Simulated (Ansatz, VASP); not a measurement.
## Cs3B4 in VASP and in Ansatz

```
Cs B
1.0
     5.97853    0.00000    0.00000
     0.00000    5.97853    0.00000
     0.00000    0.00000    5.97853
Cs B
3 4
Direct
  0.00000 0.00000 0.50000
  0.50000 0.00000 0.00000
  0.00000 0.50000 0.00000
  0.60248 0.60248 0.60248
  0.39752 0.39752 0.60248
  0.39752 0.60248 0.39752
  0.60248 0.39752 0.39752
```

Change from the starting cell: species swapped into the Ge3As4 type (P-43m, No. 215).

Alike in both runs: task relaxation of cell and atoms; functional PBE; k mesh 6 × 6 × 6; occupations gaussian, width 0.1 eV; no spin polarisation.

|  | VASP | Ansatz |
| --- | --- | --- |
| version | VASP 6.6.1 | Ansatz 0.2.0 |
| potentials or method | VASP PAW PBE potentials, release 64 (Cs_sv, B), cutoff 600 eV | scalar-relativistic, plane waves, PAW |
| valence electrons in the cell | 39 | 39 |

Ansatz gave:

| Item | Value |
| --- | --- |
| gap on the k mesh at the Fermi level, each at its own relaxed structure (eV) | none |
| relaxed volume (Å³/atom) | 30.53 |
| relaxed length of the cell vector where the two differ most in proportion (Å) | 5.979 |

Problem. What did VASP give for the same quantities?

Solution. gap on the k mesh at the Fermi level, each at its own relaxed structure (eV): none; relaxed volume (Å³/atom): 30.78; relaxed length of the cell vector where the two differ most in proportion (Å): 5.995.

A gap of «none» marks a metal or a gap that the smearing closes.

Neither program's run includes spin-orbit coupling. Noted on VASP's run: too few bands were computed for a metal, which touches its energy and stress.
